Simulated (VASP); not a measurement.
Set up this calculation in VASP 6.6.1, as the native input.

| Property | Result |
| --- | --- |
| Task | single point |
| Functional | PBE |
| Potentials or basis | VASP PAW PBE potentials, release 64 (Pb_d, S) |
| Cutoff | 520 eV |
| k mesh | 8 × 8 × 7 |
| Occupations | fermi-dirac, width 0.05 eV |
| Spin | no spin polarisation |
| Dipole correction | no |
| Further INCAR settings | ALGO = Normal; EDIFF = 1e-06; NBANDS = 17 |

The structure of PbS lies in POSCAR:

```
PbS
1.0
    4.0622492242      0.0000000000      0.0000000000
   -2.0311246120      3.5180110247      0.0000000000
    0.0000000000      0.0000000000      3.7627422943
Pb S
1 1
Direct
    0.0000000000      0.0000000000      0.0000000000
    0.6666666667      0.3333333333      0.5000000000
```

This cell differs from its parent crystal: volume scaled by 0.98.

The input as run:

INCAR

```
PREC = Accurate
ENCUT = 520
EDIFF = 1E-6
ISMEAR = -1
SIGMA = 0.05
LREAL = False
LASPH = True
NELM = 60
ALGO = Normal
ISIF = 2
LWAVE = False
LCHARG = False
GGA = PE
NBANDS = 17
```

KPOINTS

```
regular mesh
0
Gamma
  8 8 7
```

Potentials or basis: VASP PAW PBE potentials, release 64 (Pb_d, S).

Run with:

```sh
$ cat potpaw_PBE.64/Pb_d/POTCAR potpaw_PBE.64/S/POTCAR > POTCAR
$ mpirun -np 1 vasp_std > vasp.out
```

It gave:

| Item | Value |
| --- | --- |
| Pressure | 1.0 GPa |
| Band gap on the k mesh | 0.13 eV, indirect (least direct gap 1.65 eV) |

Caveat: spin-orbit coupling is left out, which moves the levels of the heavy elements.

Wall time 23 s on 1 thread of Intel(R) Xeon(R) 6975P-C (Granite Rapids), with other jobs on the host, peak memory 0.18 GiB.
